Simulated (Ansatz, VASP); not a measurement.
# Ga2SbP: VASP beside Ansatz

Contents of POSCAR:

```
Ga2SbP
1.0
    4.1004999376      0.0000000000      0.0000000000
    0.0000000000      4.1004999376      0.0000000000
    0.0000000000      0.0000000000     11.5583976816
P Ga Sb
2 4 2
Direct
    0.5000000000      0.0000000000      0.1114562508
    0.0000000000      0.5000000000      0.8885437492
    0.5000000000      0.5000000000      0.0000000000
    0.0000000000      0.0000000000      0.7766587209
    0.5000000000      0.5000000000      0.5000000000
    0.0000000000      0.0000000000      0.2233412791
    0.5000000000      0.0000000000      0.6378707674
    0.0000000000      0.5000000000      0.3621292326
```

Contents of INCAR.step1:

```
PREC     = Accurate       # precision mode
ENCUT    = 520            # plane-wave cutoff, eV
ISMEAR   = 0              # smearing method
SIGMA    = 0.01           # smearing width, eV
LREAL    = False          # projectors in reciprocal space
LASPH    = True           # aspherical terms in the spheres
NELM     = 80             # most SCF steps
NBANDS   = 46             # bands
GGA      = PE             # functional
ALGO     = Normal         # electronic algorithm
EDIFF    = 1E-4           # SCF threshold, eV
LWAVE    = True           # write WAVECAR
LCHARG   = False          # write CHGCAR
```

INCAR.step2

```
PREC     = Accurate       # precision mode
ENCUT    = 520            # plane-wave cutoff, eV
EDIFF    = 1E-6           # SCF threshold, eV
ISMEAR   = 0              # smearing method
SIGMA    = 0.01           # smearing width, eV
LREAL    = False          # projectors in reciprocal space
LASPH    = True           # aspherical terms in the spheres
NELM     = 80             # most SCF steps
ALGO     = Normal         # electronic algorithm
ISIF     = 2              # what is computed and relaxed
LWAVE    = False          # write WAVECAR
LCHARG   = False          # write CHGCAR
METAGGA  = R2SCAN         # meta-GGA
LMIXTAU  = True         
NBANDS   = 46             # bands
ISTART   = 1
```

KPOINTS

```
regular mesh
0
Gamma
  6 6 2
```

Input for Ansatz:

```yaml
crystal:
  lattice:
    - [4.1004999376, 0.0, 0.0]
    - [0.0, 4.1004999376, 0.0]
    - [0.0, 0.0, 11.5583976816]
  atoms:
    - { symbol: P, position: [0.5, 0.0, 0.1114562508] }
    - { symbol: Ga, position: [0.5, 0.5, 0.0] }
    - { symbol: P, position: [0.0, 0.5, 0.8885437492] }
    - { symbol: Ga, position: [0.0, 0.0, 0.7766587209] }
    - { symbol: Sb, position: [0.5, 0.0, 0.6378707674] }
    - { symbol: Ga, position: [0.5, 0.5, 0.5] }
    - { symbol: Sb, position: [0.0, 0.5, 0.3621292326] }
    - { symbol: Ga, position: [0.0, 0.0, 0.2233412791] }
kpoints:
  mp_grid: { grid: [6, 6, 2] }
  band_path:
    path:
      - [0.0, 0.0, 0.0]
      - [0.0, 0.5, 0.0]
      - [0.5, 0.5, 0.0]
      - [0.0, 0.0, 0.5]
      - [0.0, 0.5, 0.5]
      - [0.5, 0.5, 0.5]
    npoints: 1
hamiltonian:
  xc: r2scan
scf:
  occupations: { method: fixed }
  n_extra_bands: 6
output:
  forces: true
  stress: true
  eigenvalues: true
```

Alike in both runs: task single point; functional r2SCAN; k mesh 6 × 6 × 2; no spin polarisation.

|  | VASP | Ansatz |
| --- | --- | --- |
| version | VASP 6.6.1 | Ansatz 0.2.0 |
| potentials or method | VASP PAW PBE potentials, release 64 (P, Ga_d, Sb) | plane waves, PAW |
| plane-wave cutoff (eV) | 520 | 500 |
| occupations | gaussian, width 0.01 eV | fixed |
| valence electrons in the cell | 72 | 92 |

|  | VASP | Ansatz | Ansatz less VASP |
| --- | --- | --- | --- |
| gap on the k mesh at the Fermi level (eV) | 0.62 | 0.63 | +0.012 |
| pressure (GPa) | 0.1 | 0.0 | -0.12 |
| rms of the force components (eV/Å) | 0.005 | 0.001 | -0.0036 |

VASP's potentials were made for PBE, not for r2SCAN. VASP's potentials hold 72 valence electrons a cell and Ansatz's 92, so a difference there can come from the potentials and not from the codes.

Neither program's run includes spin-orbit coupling.
